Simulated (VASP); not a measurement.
# Pt (Im-3m) in VASP: further runs

The runs below take Pt through single point, with PBEsol.

All numbers are computed with VASP 6.6.1; they aren't measurements. Logs are shortened: lines on timing, memory, paths and dates and some standing lists are left out, and cuts for length are marked.

## 1. The cell of the first run

It takes space group Im-3m (No. 229, cubic). The conventional cell has a = 3.121 Å, b = 3.121 Å, c = 3.121 Å, α = 90.00°, β = 90.00°, γ = 90.00°. Pt (site symmetry m-3m) has 14 Pt at 2.70 to 3.12 Å within 3.6 Å.

## 2. Single point, PBEsol

INCAR reads:

```
ALGO     = Fast           # electronic algorithm
EDIFF    = 1E-6           # SCF threshold, eV
ENCUT    = 520            # plane-wave cutoff, eV
GGA      = PS             # functional
ISIF     = 2              # what is computed and relaxed
ISMEAR   = 0              # smearing method
LASPH    = T              # aspherical terms in the spheres
LCHARG   = F              # write CHGCAR
LREAL    = F              # projectors in reciprocal space
LWAVE    = F              # write WAVECAR
NBANDS   = 11             # bands
NELM     = 100            # most SCF steps
PREC     = Accurate       # precision mode
SIGMA    = 0.15           # smearing width, eV
```

KPOINTS reads:

```
k-points
0
Gamma
  20 20 20
```

POSCAR reads:

```
Pt
1.0
   -1.5604422864      1.5604422864      1.5604422864
    1.5604422864     -1.5604422864      1.5604422864
    1.5604422864      1.5604422864     -1.5604422864
Pt
1
Direct
    0.0000000000      0.0000000000      0.0000000000
```

Potentials or basis: VASP PAW PBE potentials, release 64 (Pt).

On the command line:

```bash
$ cat potpaw_PBE.64/Pt/POTCAR > POTCAR
$ mpirun -np 1 vasp_std > vasp.out
```

OUTCAR:

```text
EDIFF = 1E-6
   ENCUT = 520
   GGA = PS
   ISIF = 2
   ISMEAR = 0
   LASPH = T
   LREAL = F
   NELM = 100
   PREC = Accurate

 ion  position               nearest neighbor table
   1  0.000  0.000  0.000-

  LATTYP: Found a body centered cubic cell.
 ALAT       =     3.1208845728

  Lattice vectors:

 A1 = (  -1.5604422864,   1.5604422864,   1.5604422864)
 A2 = (   1.5604422864,  -1.5604422864,   1.5604422864)
 A3 = (   1.5604422864,   1.5604422864,  -1.5604422864)

Analysis of symmetry for initial positions (statically):
=====================================================================
 Subroutine PRICEL returns:
 Original cell was already a primitive cell.

 Routine SETGRP: Setting up the symmetry group for a
 body centered cubic supercell.

 Subroutine GETGRP returns: Found 48 space group operations
 (whereof 48 operations were pure point group operations)
 out of a pool of 48 trial point group operations.

The static configuration has the point symmetry O_h .

Analysis of symmetry for dynamics (positions and initial velocities):
=====================================================================
 Subroutine PRICEL returns:
 Original cell was already a primitive cell.

 Routine SETGRP: Setting up the symmetry group for a
 body centered cubic supercell.

 Subroutine GETGRP returns: Found 48 space group operations
 (whereof 48 operations were pure point group operations)
 out of a pool of 48 trial point group operations.

The dynamic configuration has the point symmetry O_h .

 Subroutine INISYM returns: Found 48 space group operations
 (whereof 48 operations are pure point group operations),
 and found     1 'primitive' translations

----------------------------------------------------------------------------------------

                                     Primitive cell

  volume of cell :      15.1986

  direct lattice vectors                    reciprocal lattice vectors
    -1.560442286  1.560442286  1.560442286     0.000000000  0.320421975  0.320421975
     1.560442286 -1.560442286  1.560442286     0.320421975  0.000000000  0.320421975
     1.560442286  1.560442286 -1.560442286     0.320421975  0.320421975  0.000000000

  length of vectors
     2.702765322  2.702765322  2.702765322     0.453145103  0.453145103  0.453145103

  position of ions in fractional coordinates (direct lattice)
     0.000000000  0.000000000  0.000000000

  ion indices of the primitive-cell ions
   primitive index   ion index
                 1           1

----------------------------------------------------------------------------------------

 KPOINTS: k-points

Automatic generation of k-mesh.
 Grid dimensions read from file:
 generate k-points for:   20   20   20

 Generating k-lattice:

  Cartesian coordinates                     Fractional coordinates (reciprocal lattice)
     0.000000000  0.016021099  0.016021099     0.050000000  0.000000000  0.000000000
     0.016021099  0.000000000  0.016021099     0.000000000  0.050000000  0.000000000
     0.016021099  0.016021099  0.000000000     0.000000000  0.000000000  0.050000000

  Length of vectors
     0.022657255  0.022657255  0.022657255

  Shift w.r.t. Gamma in fractional coordinates (k-lattice)
     0.000000000  0.000000000  0.000000000

 Subroutine IBZKPT returns following result:
 ===========================================

 Found    256 irreducible k-points:

 Following reciprocal coordinates:
            Coordinates               Weight
  0.000000  0.000000  0.000000      1.000000
  0.050000  0.000000  0.000000     12.000000
  0.100000  0.000000  0.000000     12.000000
  0.150000  0.000000  0.000000     12.000000
  0.200000  0.000000  0.000000     12.000000
  0.250000  0.000000  0.000000     12.000000
[... 16 lines left out ...]
  0.200000  0.100000  0.000000     48.000000
  0.250000  0.100000  0.000000     48.000000
 [... further k-points ...]
   k-points           NKPTS =    256   k-points in BZ     NKDIM =    256   number of bands    NBANDS=     11
   number of dos      NEDOS =    301   number of ions     NIONS =      1
   total plane-waves  NPLWV =   8000
   dimension x,y,z NGX =    20 NGY =   20 NGZ =   20
   dimension x,y,z NGXF=    40 NGYF=   40 NGZF=   40
   ions per type =               1
   NGX,Y,Z   is equivalent  to a cutoff of  12.30, 12.30, 12.30 a.u.
   NGXF,Y,Z  is equivalent  to a cutoff of  24.60, 24.60, 24.60 a.u.
 SYSTEM =  unknown system
   PREC   = accura    normal or accurate (medium, high low for compatibility)
   ISTART =      0    job   : 0-new  1-cont  2-samecut
   ICHARG =      2    charge: 1-file 2-atom 10-const
   ISPIN  =      1    spin polarized calculation?
   LNONCOLLINEAR =      F non collinear calculations
   LSORBIT =      F    spin-orbit coupling
   LASPH  =      T    aspherical Exc in radial PAW
   ENCUT  =  520.0 eV  38.22 Ry    6.18 a.u.   5.03  5.03  5.03*2*pi/ulx,y,z
   NELM   =    100;   NELMIN=  2; NELMDL= -5     # of ELM steps
   EDIFF  = 0.1E-05   stopping-criterion for ELM
   LREAL  =      F    real-space projection
   EDIFFG = 0.1E-04   stopping-criterion for IOM
   NSW    =      0    number of steps for IOM
   IBRION =     -1    ionic relax: 0-MD 1-quasi-New 2-CG
   NFREE  =      0    steps in history (QN), initial steepest desc. (CG)
   ISIF   =      2    stress and relaxation
   ISYM   =      2    0-nonsym 1-usesym 2-fastsym
   POTIM  = 0.5000    time-step for ionic-motion
   TEBEG  =    0.0;   TEEND  =   0.0 temperature during run
   PSTRESS=    0.0 pullay stress
   NELECT =      10.0000    total number of electrons
   NUPDOWN=      -1.0000    fix difference up-down
   EMIN   =  10.00;   EMAX   =-10.00  energy-range for DOS
   EFERMI =   0.00;   METHOD = LEGACY
   ISMEAR =     0;   SIGMA  =   0.15  broadening in eV -4-tet -1-fermi 0-gaus
   EFERMI_NEDOS =   21; number of points for ismear=-14 and -15
   IALGO  =     68    algorithm
   IMIX   =      4    mixing-type and parameters
     AMIX     =   0.40;   BMIX     =  1.00
     AMIX_MAG =   1.60;   BMIX_MAG =  1.00
  volume/ion in A,a.u.               =      15.20       102.57
  Fermi-wavevector in a.u.,A,eV,Ry     =   1.423881  2.690746 27.584968  2.027438
  Thomas-Fermi vector in A             =   2.544432
   LORBIT       =      0    0 simple, 1 ext, 2 COOP (PROOUT), +10 PAW based schemes
   GGA     = PS    functional components
   LHFCALC =     F    Hartree Fock is set to
   AEXX    =    0.0000 exact exchange contribution
   IVDW    =     0    specifies the selected vdW correction
   LEPSILON=     F    determine dielectric tensor
   LRPA    =     F    only Hartree local field effects (RPA)
 non-spin polarized calculation
 RMM-DIIS sequential band-by-band and
 Gauss-broadening in eV      SIGMA  =   0.15
  energy-cutoff  :      520.00
  volume of cell :       15.20
 maximum number of plane-waves:       420
   NGX =  9   NGY =  9   NGZ =  9

 number of electron      10.0000000 magnetization

 number of electron       9.9999997 magnetization

 Free energy of the ion-electron system (eV)
  ---------------------------------------------------
  ext. energy  EPLUGINS =         0.00000000
  ---------------------------------------------------
  free energy    TOTEN  =        -6.86082812 eV

  energy without entropy =       -6.85220710  energy(sigma->0) =       -6.85651761

 E-fermi :  10.6990     XC(G=0): -13.5751

 val. band max:       10.6972243274   @ k =  -0.3500   0.5000   0.2000
 cond. band min:      10.7058700801   @ k =  -0.4000   0.4000   0.3500
 fundamental gap:      0.0086457527
 Fermi energy:        10.6990055971

 k-point     1 :       0.0000    0.0000    0.0000
  band No.  band energies     occupation
      1       0.7511      2.00000
      2       7.0216      2.00000
      3       7.0216      2.00000
      4       7.0216      2.00000
      5       9.6807      2.00000
      6       9.6807      2.00000
      7      27.7948      0.00000
      8      27.7948      0.00000
      9      27.7948      0.00000
     10      38.2952      0.00000
     11      38.2965      0.00000

 k-point     2 :       0.0500    0.0000    0.0000
  band No.  band energies     occupation
      1       0.8572      2.00000
      2       6.9783      2.00000
      3       7.0213      2.00000
      4       7.1080      2.00000
      5       9.6227      2.00000
      6       9.6835      2.00000
      7      27.8506      0.00000
      8      27.9002      0.00000
      9      27.9534      0.00000
     10      36.6525      0.00000
     11      37.2438      0.00000

 k-point     3 :       0.1000    0.0000    0.0000
  band No.  band energies     occupation
      1       1.1685      2.00000
      2       6.8549      2.00000
      3       7.0151      2.00000
      4       7.3642      2.00000
      5       9.4775      2.00000
      6       9.6930      2.00000
      7      27.9635      0.00000
      8      28.1142      0.00000
      9      28.4203      0.00000
     10      35.0430      0.00000
     11      35.5827      0.00000

 k-point     4 :       0.1500    0.0000    0.0000
  band No.  band energies     occupation
      1       1.6602      2.00000
      2       6.6687      2.00000
      3       6.9936      2.00000
      4       7.7808      2.00000
      5       9.3174      2.00000
      6       9.7124      2.00000
      7      27.9532      0.00000
      8      28.0740      0.00000
      9      29.1692      0.00000
     10      33.9693      0.00000
     11      34.1184      0.00000
[... 239 lines left out ...]
 k-point    22 :       0.1500    0.1000    0.0000
  band No.  band energies     occupation
      1       2.5549      2.00000
      2       6.4830      2.00000
      3       6.7127      2.00000
      4       8.7110      2.00000
      5       9.0855      2.00000
      6       9.8446      2.00000
      7      27.2225      0.00000
      8      27.5685      0.00000
      9      29.7123      0.00000
     10      31.5468      0.00000
     11      33.9719      0.00000

 k-point    23 :       0.2000    0.1000    0.0000
  band No.  band energies     occupation
      1       3.1998      2.00000
      2       6.2550      2.00000
      3       6.7231      2.00000
      4       9.0671      2.00000
      5       9.4475      2.00000
      6       9.9210      2.00000
      7      25.4842      0.00000
      8      26.8516      0.00000
      9      30.1660      0.00000
     10      30.8639      0.00000
     11      34.6707      0.00000

 k-point    24 :       0.2500    0.1000    0.0000
  band No.  band energies     occupation
      1       3.7217      2.00000
      2       6.0340      2.00000
      3       6.9618      2.00000
      4       9.1548      2.00000
      5       9.9457      2.00000
      6      10.3192      1.99966
      7      23.4430      0.00000
      8      25.9968      0.00000
      9      29.1492      0.00000
     10      31.8482      0.00000
     11      35.6443      0.00000

 [... further k-points ...]
[... 5 lines left out ...]
  --------------------------------------------------------------------------------------
  -------------------------------------------------------------------------------------
  Total       -0.0291641     -0.0291641     -0.0291641     -0.0000000      0.0000000      0.0000000
  in kB       -3.0743715     -3.0743715     -3.0743715     -0.0000000      0.0000000      0.0000000
  external PRESSURE =      -3.0743715 kB  Pullay stress =       0.0000000 kB

 VOLUME and BASIS-vectors are now :
 -----------------------------------------------------------------------------
  energy-cutoff  :      520.00
  volume of cell :       15.20
      direct lattice vectors                 reciprocal lattice vectors
    -1.560442286  1.560442286  1.560442286     0.000000000  0.320421975  0.320421975
     1.560442286 -1.560442286  1.560442286     0.320421975  0.000000000  0.320421975
     1.560442286  1.560442286 -1.560442286     0.320421975  0.320421975  0.000000000

 POSITION                                       TOTAL-FORCE (eV/Angst)
 -----------------------------------------------------------------------------------
      0.00000      0.00000      0.00000        -0.000000     -0.000000      0.000000
 -----------------------------------------------------------------------------------
    total drift:                                0.000000      0.000000      0.000000

  FREE ENERGIE OF THE ION-ELECTRON SYSTEM (eV)
  ---------------------------------------------------
  free  energy   TOTEN  =        -6.8608281229 eV

  energy  without entropy=       -6.8522070999  energy(sigma->0) =       -6.85651761
```

Wall time 18 s (1 thread of Intel Xeon Platinum 8488C (Sapphire Rapids), shared host); peak memory 0.16 GiB.

Results:

| Property | Result |
| --- | --- |
| Free energy | -6.8608 eV |
| Pressure | -0.3 GPa |
| Band gap on the k mesh | zero (band 5 reaches 11.81 eV, above the bottom of band 6 at 9.54 eV) |

Levels at points of the mesh, in eV from the Fermi level:
```tsv
k point	band 1	band 2	band 3	band 4	band 5	band 6	band 7	band 8	band 9	band 10
(0.00, 0.00, 0.00)	-9.95	-3.68	-3.68	-3.68	-1.02	-1.02	17.10	17.10	17.10	27.60
(0.50, 0.00, 0.00)	-6.95	-5.20	-1.21	-0.66	0.10	1.17	6.63	13.26	16.16	24.25
(0.50, 0.50, 0.50)	-6.45	-6.45	0.60	0.60	0.60	7.72	7.72	7.72	13.32	19.60
```

Caveat: the PAW data sets were made with another functional, which shifts forces and pressure a little; spin-orbit coupling is left out, which moves the levels of the heavy elements.

## 3. Single point, PBEsol

INCAR reads:

```
SYSTEM = Pt
ALGO     = Fast           ! electronic algorithm
EDIFF    = 1E-6           ! SCF threshold, eV
ENCUT    = 520            ! plane-wave cutoff, eV
GGA      = PS             ! functional
ISIF     = 2              ! what is computed and relaxed
ISMEAR   = 0              ! smearing method
LASPH    = .TRUE.         ! aspherical terms in the spheres
LCHARG   = .FALSE.        ! write CHGCAR
LREAL    = .FALSE.        ! projectors in reciprocal space
LWAVE    = .FALSE.        ! write WAVECAR
NBANDS   = 11             ! bands
NELM     = 80             ! most SCF steps
PREC     = Accurate       ! precision mode
SIGMA    = 0.15           ! smearing width, eV
```

KPOINTS reads:

```
k-points
0
G
  22 22 22
  0 0 0
```

POSCAR is that of step 2.

Potentials or basis: VASP PAW PBE potentials, release 64 (Pt).

On the command line:

```bash
$ cat potpaw_PBE.64/Pt/POTCAR > POTCAR
$ mpirun -np 1 vasp_std > vasp.out
```

Run time: 24 s. Hardware: 1 thread of Intel Xeon Platinum 8488C (Sapphire Rapids), shared host; peak memory 0.16 GiB.

The run converged. Its results:

```
Free energy            : -6.8554 eV
Pressure               : -0.2 GPa
Band gap on the k mesh : zero (band 5 reaches 11.82 eV, above the bottom of band 6 at 9.52 eV)
```

Levels at points of the mesh, in eV from the Fermi level:
```
           k point  band 1  band 2  band 3  band 4  band 5  band 6  band 7  band 8  band 9  band 10
(0.00, 0.00, 0.00)   -9.95   -3.68   -3.68   -3.68   -1.02   -1.02   17.10   17.10   17.10    27.60
(0.50, 0.00, 0.00)   -6.95   -5.20   -1.21   -0.66    0.10    1.17    6.63   13.26   16.16    24.25
(0.50, 0.50, 0.50)   -6.45   -6.45    0.60    0.60    0.60    7.72    7.72    7.72   13.32    19.60
```

Caveat: the PAW data sets were made with another functional, which shifts forces and pressure a little; spin-orbit coupling is left out, which moves the levels of the heavy elements.
